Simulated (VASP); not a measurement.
# As2F (P6_3/mmc) in VASP: notebook

The runs below take As2F through single point, relaxation of cell and atoms, with PBE.

Program: VASP 6.6.1. These are calculated values, not measurements. Logs are shortened: lines on timing, memory, paths and dates and some standing lists are left out, and cuts for length are marked.

## 1. The cell of the first run

The structure is hexagonal, space group P6_3/mmc (No. 194). Conventional cell: a = 3.062 Å, b = 3.062 Å, c = 11.994 Å, α = 90.00°, β = 90.00°, γ = 120.00°. Within 3.5 Å of As (site symmetry 3m) lie 3 F at 2.63 Å and 9 As at 2.75 to 3.06 Å. Within 3.5 Å of F (site symmetry -6m2) lie 6 As at 2.63 Å and 6 F at 3.06 Å.

## 2. Single point, PBE

INCAR

```
  PREC = Accurate
  ENCUT = 520
  EDIFF = 1E-6
  ISMEAR = 0
  SIGMA = 0.1
  LREAL = False
  LASPH = True
  NELM = 60
  ALGO = Normal
  ISIF = 2
  LWAVE = False
  LCHARG = False
  GGA = PE
  NBANDS = 26
```

KPOINTS

```
regular mesh
0
Gamma
  6 6 2
```

POSCAR

```
As2F
1.0
    3.0615947402      0.0000000000      0.0000000000
   -1.5307973701      2.6514188211      0.0000000000
    0.0000000000      0.0000000000     11.9936913866
As F
4 2
Direct
    0.3333333333      0.6666666667      0.5879027164
    0.6666666667      0.3333333333      0.0879027164
    0.3333333333      0.6666666667      0.9120972836
    0.6666666667      0.3333333333      0.4120972836
    0.3333333333      0.6666666667      0.2500000000
    0.6666666667      0.3333333333      0.7500000000
```

Potentials or basis: VASP PAW PBE potentials, release 64 (As, F).

Launch:

```bash
$ cat potpaw_PBE.64/As/POTCAR potpaw_PBE.64/F/POTCAR > POTCAR
$ mpirun -np 1 vasp_std > vasp.out
```

OUTCAR:

```text
PREC = Accurate
   ENCUT = 520
   EDIFF = 1E-6
   ISMEAR = 0
   LREAL = False
   LASPH = True
   NELM = 60
   ISIF = 2
   GGA = PE

 ion  position               nearest neighbor table
   1  0.333  0.667  0.588-   4 2.75   4 2.75   4 2.75
   2  0.667  0.333  0.088-   3 2.75   3 2.75   3 2.75
   3  0.333  0.667  0.912-   2 2.75   2 2.75   2 2.75
   4  0.667  0.333  0.412-   1 2.75   1 2.75   1 2.75
   5  0.333  0.667  0.250-
   6  0.667  0.333  0.750-

  LATTYP: Found a hexagonal cell.
 ALAT       =     3.0615947402
 C/A-ratio  =     3.9174653749

  Lattice vectors:

 A1 = (   3.0615947402,   0.0000000000,   0.0000000000)
 A2 = (  -1.5307973701,   2.6514188211,   0.0000000000)
 A3 = (   0.0000000000,   0.0000000000,  11.9936913866)

Analysis of symmetry for initial positions (statically):
=====================================================================
 Subroutine PRICEL returns:
 Original cell was already a primitive cell.

 Routine SETGRP: Setting up the symmetry group for a
 hexagonal supercell.

 Subroutine GETGRP returns: Found 24 space group operations
 (whereof 12 operations were pure point group operations)
 out of a pool of 24 trial point group operations.

The static configuration has the point symmetry D_3d.
 The point group associated with its full space group is D_6h.

Analysis of symmetry for dynamics (positions and initial velocities):
=====================================================================
 Subroutine PRICEL returns:
 Original cell was already a primitive cell.

 Routine SETGRP: Setting up the symmetry group for a
 hexagonal supercell.

 Subroutine GETGRP returns: Found 24 space group operations
 (whereof 12 operations were pure point group operations)
 out of a pool of 24 trial point group operations.

The dynamic configuration has the point symmetry D_3d.
 The point group associated with its full space group is D_6h.

 Subroutine INISYM returns: Found 24 space group operations
 (whereof 12 operations are pure point group operations),
 and found     1 'primitive' translations

----------------------------------------------------------------------------------------

                                     Primitive cell

  volume of cell :      97.3596

  direct lattice vectors                    reciprocal lattice vectors
     3.061594740  0.000000000  0.000000000     0.326627162  0.188578280  0.000000000
    -1.530797370  2.651418821  0.000000000     0.000000000  0.377156559  0.000000000
     0.000000000  0.000000000 11.993691387     0.000000000  0.000000000  0.083377166

  length of vectors
     3.061594740  3.061594740 11.993691387     0.377156559  0.377156559  0.083377166

  position of ions in fractional coordinates (direct lattice)
     0.333333333  0.666666667  0.587902716
     0.666666667  0.333333333  0.087902716
     0.333333333  0.666666667  0.912097284
     0.666666667  0.333333333  0.412097284
     0.333333333  0.666666667  0.250000000
     0.666666667  0.333333333  0.750000000

  ion indices of the primitive-cell ions
   primitive index   ion index
                 1           1
                 2           2
                 3           3
                 4           4
                 5           5
                 6           6

----------------------------------------------------------------------------------------

 KPOINTS: regular mesh

Automatic generation of k-mesh.
 Grid dimensions read from file:
 generate k-points for:    6    6    2

 Generating k-lattice:

  Cartesian coordinates                     Fractional coordinates (reciprocal lattice)
     0.054437860  0.031429713  0.000000000     0.166666667  0.000000000  0.000000000
     0.000000000  0.062859427  0.000000000     0.000000000  0.166666667  0.000000000
     0.000000000  0.000000000  0.041688583     0.000000000  0.000000000  0.500000000

  Length of vectors
     0.062859427  0.062859427  0.041688583

  Shift w.r.t. Gamma in fractional coordinates (k-lattice)
     0.000000000  0.000000000  0.000000000

 Subroutine IBZKPT returns following result:
 ===========================================

 Found     14 irreducible k-points:

 Following reciprocal coordinates:
            Coordinates               Weight
  0.000000  0.000000  0.000000      1.000000
  0.166667  0.000000  0.000000      6.000000
  0.333333  0.000000  0.000000      6.000000
  0.500000  0.000000  0.000000      3.000000
  0.166667  0.166667  0.000000      6.000000
  0.333333  0.166667  0.000000     12.000000
  0.333333  0.333333  0.000000      2.000000
  0.000000  0.000000  0.500000      1.000000
  0.166667  0.000000  0.500000      6.000000
  0.333333  0.000000  0.500000      6.000000
  0.500000  0.000000  0.500000      3.000000
  0.166667  0.166667  0.500000      6.000000
  0.333333  0.166667  0.500000     12.000000
  0.333333  0.333333  0.500000      2.000000
   k-points           NKPTS =     14   k-points in BZ     NKDIM =     14   number of bands    NBANDS=     26
   number of dos      NEDOS =    301   number of ions     NIONS =      6
   total plane-waves  NPLWV =  51840
   dimension x,y,z NGX =    24 NGY =   24 NGZ =   90
   dimension x,y,z NGXF=    48 NGYF=   48 NGZF=  180
   ions per type =               4   2
   NGX,Y,Z   is equivalent  to a cutoff of  13.03, 13.03, 12.48 a.u.
   NGXF,Y,Z  is equivalent  to a cutoff of  26.06, 26.06, 24.95 a.u.
 SYSTEM =  unknown system
   PREC   = accura    normal or accurate (medium, high low for compatibility)
   ISTART =      0    job   : 0-new  1-cont  2-samecut
   ICHARG =      2    charge: 1-file 2-atom 10-const
   ISPIN  =      1    spin polarized calculation?
   LNONCOLLINEAR =      F non collinear calculations
   LSORBIT =      F    spin-orbit coupling
   LASPH  =      T    aspherical Exc in radial PAW
   ENCUT  =  520.0 eV  38.22 Ry    6.18 a.u.   5.69  5.69 22.30*2*pi/ulx,y,z
   NELM   =     60;   NELMIN=  2; NELMDL= -5     # of ELM steps
   EDIFF  = 0.1E-05   stopping-criterion for ELM
   LREAL  =      F    real-space projection
   EDIFFG = 0.1E-04   stopping-criterion for IOM
   NSW    =      0    number of steps for IOM
   IBRION =     -1    ionic relax: 0-MD 1-quasi-New 2-CG
   NFREE  =      0    steps in history (QN), initial steepest desc. (CG)
   ISIF   =      2    stress and relaxation
   ISYM   =      2    0-nonsym 1-usesym 2-fastsym
   POTIM  = 0.5000    time-step for ionic-motion
   TEBEG  =    0.0;   TEEND  =   0.0 temperature during run
   PSTRESS=    0.0 pullay stress
   NELECT =      34.0000    total number of electrons
   NUPDOWN=      -1.0000    fix difference up-down
   EMIN   =  10.00;   EMAX   =-10.00  energy-range for DOS
   EFERMI =   0.00;   METHOD = LEGACY
   ISMEAR =     0;   SIGMA  =   0.10  broadening in eV -4-tet -1-fermi 0-gaus
   EFERMI_NEDOS =   21; number of points for ismear=-14 and -15
   IALGO  =     38    algorithm
   IMIX   =      4    mixing-type and parameters
     AMIX     =   0.40;   BMIX     =  1.00
     AMIX_MAG =   1.60;   BMIX_MAG =  1.00
  volume/ion in A,a.u.               =      16.23       109.50
  Fermi-wavevector in a.u.,A,eV,Ry     =   1.152855  2.178581 18.083171  1.329076
  Thomas-Fermi vector in A             =   2.289504
   LORBIT       =      0    0 simple, 1 ext, 2 COOP (PROOUT), +10 PAW based schemes
   GGA     = PE    functional components
   LHFCALC =     F    Hartree Fock is set to
   AEXX    =    0.0000 exact exchange contribution
   IVDW    =     0    specifies the selected vdW correction
   LEPSILON=     F    determine dielectric tensor
   LRPA    =     F    only Hartree local field effects (RPA)
 non-spin polarized calculation
 Gauss-broadening in eV      SIGMA  =   0.10
  energy-cutoff  :      520.00
  volume of cell :       97.36
 maximum number of plane-waves:      2636
 NGX is ok and might be reduce to    24
   NGX = 11   NGY = 11   NGZ = 45

 number of electron      33.9999975 magnetization

 Free energy of the ion-electron system (eV)
  ---------------------------------------------------
  ext. energy  EPLUGINS =         0.00000000
  ---------------------------------------------------
  free energy    TOTEN  =       -24.53838020 eV

  energy without entropy =      -24.53533533  energy(sigma->0) =      -24.53685777

 E-fermi :   4.8776     XC(G=0): -10.4725

 val. band max:        4.7632183840   @ k =   0.1667   0.0000   0.0000
 cond. band min:       5.0239379295   @ k =   0.1667   0.0000   0.5000
 fundamental gap:      0.2607195456
 Fermi energy:         4.8776271139

 k-point     1 :       0.0000    0.0000    0.0000
  band No.  band energies     occupation
      1     -17.4577      2.00000
      2     -17.4512      2.00000
      3     -10.0285      2.00000
      4      -9.8366      2.00000
      5      -6.4582      2.00000
      6      -5.8804      2.00000
[... 18 lines left out ...]
     25      13.0930      0.00000
     26      13.7927      0.00000

 k-point     2 :       0.1667    0.0000    0.0000
  band No.  band energies     occupation
      1     -17.3824      2.00000
      2     -17.3775      2.00000
      3      -9.4816      2.00000
      4      -9.3169      2.00000
      5      -5.9722      2.00000
      6      -5.5052      2.00000
[... 18 lines left out ...]
     25      12.9483      0.00000
     26      13.3222      0.00000

 k-point     3 :       0.3333    0.0000    0.0000
  band No.  band energies     occupation
      1     -17.2288      2.00000
      2     -17.2265      2.00000
      3      -7.9011      2.00000
      4      -7.8194      2.00000
      5      -4.7310      2.00000
      6      -4.6777      2.00000
[... 18 lines left out ...]
     25      11.2080      0.00000
     26      11.5774      0.00000

 k-point     4 :       0.5000    0.0000    0.0000
  band No.  band energies     occupation
      1     -17.1504      2.00000
      2     -17.1498      2.00000
      3      -6.1738      2.00000
      4      -6.1433      2.00000
      5      -4.8845      2.00000
      6      -4.6038      2.00000
[... 18 lines left out ...]
     25      10.6329      0.00000
     26      11.0237      0.00000

 k-point     5 :       0.1667    0.1667    0.0000
  band No.  band energies     occupation
      1     -17.2680      2.00000
      2     -17.2649      2.00000
      3      -8.4123      2.00000
      4      -8.3022      2.00000
      5      -5.0820      2.00000
      6      -4.8682      2.00000
[... 18 lines left out ...]
     25      14.0219      0.00000
     26      14.5243      0.00000

 k-point     6 :       0.3333    0.1667    0.0000
  band No.  band energies     occupation
      1     -17.1513      2.00000
      2     -17.1503      2.00000
      3      -6.4856      2.00000
      4      -6.4765      2.00000
      5      -4.4578      2.00000
      6      -4.1905      2.00000
[... 137 lines left out ...]
 k-point    11 :       0.5000    0.0000    0.5000
  band No.  band energies     occupation
      1     -17.1501      2.00000
      2     -17.1501      2.00000
      3      -6.1605      2.00000
      4      -6.1605      2.00000
      5      -4.7475      2.00000
      6      -4.7475      2.00000
[... 18 lines left out ...]
     25      10.8115      0.00000
     26      10.8115      0.00000

 k-point    12 :       0.1667    0.1667    0.5000
  band No.  band energies     occupation
      1     -17.2664      2.00000
      2     -17.2664      2.00000
      3      -8.3587      2.00000
      4      -8.3587      2.00000
      5      -4.9738      2.00000
      6      -4.9738      2.00000
[... 18 lines left out ...]
     25      14.4462      0.00000
     26      14.4515      0.00000

 k-point    13 :       0.3333    0.1667    0.5000
  band No.  band energies     occupation
      1     -17.1508      2.00000
      2     -17.1508      2.00000
      3      -6.4814      2.00000
      4      -6.4814      2.00000
      5      -4.3309      2.00000
      6      -4.3309      2.00000
[... 18 lines left out ...]
     25      13.6319      0.00000
     26      13.6320      0.00000

 k-point    14 :       0.3333    0.3333    0.5000
  band No.  band energies     occupation
      1     -17.1124      2.00000
      2     -17.1124      2.00000
      3      -4.9814      2.00000
      4      -4.9814      2.00000
      5      -4.7623      2.00000
      6      -4.7623      2.00000
[... 18 lines left out ...]
     25      12.7833      0.00000
     26      12.7833      0.00000

------------------------ aborting loop because EDIFF is reached ----------------------------------------

  FORCE on cell =-STRESS in cart. coord.  units (eV):
  Direction    XX          YY          ZZ          XY          YZ          ZX
  --------------------------------------------------------------------------------------
  -------------------------------------------------------------------------------------
  Total        0.0369717      0.0369717     -0.0341821      0.0000000      0.0000000     -0.0000000
  in kB        0.6084172      0.6084172     -0.5625105      0.0000000      0.0000000     -0.0000000
  external PRESSURE =       0.2181080 kB  Pullay stress =       0.0000000 kB

 VOLUME and BASIS-vectors are now :
 -----------------------------------------------------------------------------
  energy-cutoff  :      520.00
  volume of cell :       97.36
      direct lattice vectors                 reciprocal lattice vectors
     3.061594740  0.000000000  0.000000000     0.326627162  0.188578280  0.000000000
    -1.530797370  2.651418821  0.000000000     0.000000000  0.377156559  0.000000000
     0.000000000  0.000000000 11.993691387     0.000000000  0.000000000  0.083377166

 POSITION                                       TOTAL-FORCE (eV/Angst)
 -----------------------------------------------------------------------------------
     -0.00000      1.76761      7.05112         0.000000     -0.000000      0.033567
      1.53080      0.88381      1.05428         0.000000     -0.000000      0.033567
     -0.00000      1.76761     10.93941         0.000000      0.000000     -0.033567
      1.53080      0.88381      4.94257         0.000000     -0.000000     -0.033567
     -0.00000      1.76761      2.99842        -0.000000      0.000000     -0.000000
      1.53080      0.88381      8.99527         0.000000     -0.000000     -0.000000
 -----------------------------------------------------------------------------------
    total drift:                                0.000000     -0.000000      0.000000

  FREE ENERGIE OF THE ION-ELECTRON SYSTEM (eV)
  ---------------------------------------------------
  free  energy   TOTEN  =       -24.5383801989 eV

  energy  without entropy=      -24.5353353332  energy(sigma->0) =      -24.53685777
```

It took 18 s on 1 thread of Intel Xeon 6975P-C (Granite Rapids), shared host; peak memory 0.21 GiB.

Results:

| Quantity | Value |
| --- | --- |
| Free energy | -24.5384 eV |
| Pressure | 0.0 GPa |
| Largest force | 0.034 eV/Å |
| Band gap on the k mesh | zero (bands 17 and 18 overlap by 5.51 eV) |

Forces on the atoms (eV/Å):
```
As   0.000  0.000  0.034
As   0.000  0.000  0.034
As   0.000  0.000 -0.034
As   0.000  0.000 -0.034
F    0.000  0.000  0.000
F    0.000  0.000  0.000
```

Caveat: the k points lie up to 0.39 Å⁻¹ apart, too coarse for converged energies and pressures of a metal.

## 3. Relaxation of cell and atoms, PBE

This run uses another cell than the first one, of 16.35 Å³/atom.

INCAR

```
PREC = Accurate ; ENCUT = 600
EDIFF = 1E-6 ; ISMEAR = 0
SIGMA = 0.1 ; LREAL = F
LASPH = T ; NELM = 60
ALGO = Normal ; ISIF = 3
LWAVE = F ; LCHARG = F
GGA = PE ; IBRION = 2
NSW = 90 ; EDIFFG = -0.04
```

KPOINTS

```
Automatic mesh
0
Gamma
  6 6 2
```

POSCAR

```
As2F
1.0
    3.0765337156      0.0000000000      0.0000000000
   -1.5382668578      2.6643563534      0.0000000000
    0.0000000000      0.0000000000     11.9664545613
As F
4 2
Direct
    0.3333333333      0.6666666667      0.6275000000
    0.6666666667      0.3333333333      0.1275000000
    0.3333333333      0.6666666667      0.8725000000
    0.6666666667      0.3333333333      0.3725000000
    0.3333333333      0.6666666667      0.2500000000
    0.6666666667      0.3333333333      0.7500000000
```

Potentials or basis: VASP PAW PBE potentials, release 64 (As, F).

Launch:

```bash
$ cat potpaw_PBE.64/As/POTCAR potpaw_PBE.64/F/POTCAR > POTCAR
$ mpirun -np 1 vasp_std > vasp.out
```

It took 5 min on 1 thread of Intel Xeon 6975P-C (Granite Rapids), shared host; peak memory 0.27 GiB.

The run converged. Its results:

```yaml
Free_energy: -24.5422 eV
Relaxed_volume: 16.22 Å³/atom
Relaxed_cell: a = 3.062 Å, b = 3.062 Å, c = 11.984 Å, α = 90.00°, β = 90.00°, γ = 120.00°
Space_group_after_relaxing_to_0.1_Å: P6_3/mmc (No. 194)
Energy_gained_by_relaxing: 711.2 meV/atom
Ionic_steps: 15
Pressure_after_relaxing: 0.0 GPa
Band_gap_on_the_k_mesh: zero (bands 17 and 18 overlap by 5.51 eV)
```

The path:
```csv
step,energy change (eV),largest force (eV/Å),pressure (GPa),volume (Å³)
1,0.0000,3.2728,14.21,98.09
2,-1.6129,1.3993,-8.87,120.08
3,-1.6288,1.5376,-7.37,117.39
4,-2.8260,1.2853,-8.07,110.36
5,-1.7663,1.9706,12.26,89.71
6,-3.5125,0.6010,-6.74,103.87
7,-3.5694,0.2946,-5.42,101.39
8,-3.9251,0.7847,8.53,88.17
9,-4.0225,0.1478,3.25,91.69
10,-4.2259,0.0563,1.82,94.42
11,-4.2566,0.0035,1.57,95.85
12,-4.2583,0.0027,1.62,95.65
13,-4.2613,0.1098,-1.21,98.57
14,-4.2668,0.0631,0.00,97.25
15,-4.2673,0.0007,0.00,97.32
```

Final structure:
```cif
data_structure
_symmetry_space_group_name_H-M 'P 1'
_symmetry_Int_Tables_number 1
_cell_length_a 3.0623
_cell_length_b 3.0623
_cell_length_c 11.9838
_cell_angle_alpha 90.000
_cell_angle_beta 90.000
_cell_angle_gamma 120.000
_cell_volume 97.32
loop_
_atom_site_label
_atom_site_type_symbol
_atom_site_fract_x
_atom_site_fract_y
_atom_site_fract_z
_atom_site_occupancy
As1 As 0.33333 0.66667 0.58807 1
As2 As 0.66667 0.33333 0.08807 1
As3 As 0.33333 0.66667 0.91193 1
As4 As 0.66667 0.33333 0.41193 1
F1 F 0.33333 0.66667 0.25000 1
F2 F 0.66667 0.33333 0.75000 1
```

Levels at points of the mesh, in eV from the Fermi level:
```tsv
k point	band 14	band 15	band 16	band 17	band 18	band 19
(0.00, 0.00, 0.00)	-0.32	2.68	3.36	3.36	3.39	3.39
(0.50, 0.00, 0.00)	-3.21	-2.60	-2.49	0.25	0.51	0.65
(0.00, 0.00, 0.50)	-1.54	3.38	3.38	3.38	3.38	3.88
(0.50, 0.00, 0.50)	-3.34	-2.38	-2.38	0.38	0.38	1.00
```

Caveat: the k points lie up to 0.39 Å⁻¹ apart in the final cell, too coarse for converged energies and pressures of a metal.

The gap in the log of VASP goes by the Fermi energy; the results here count the filled bands.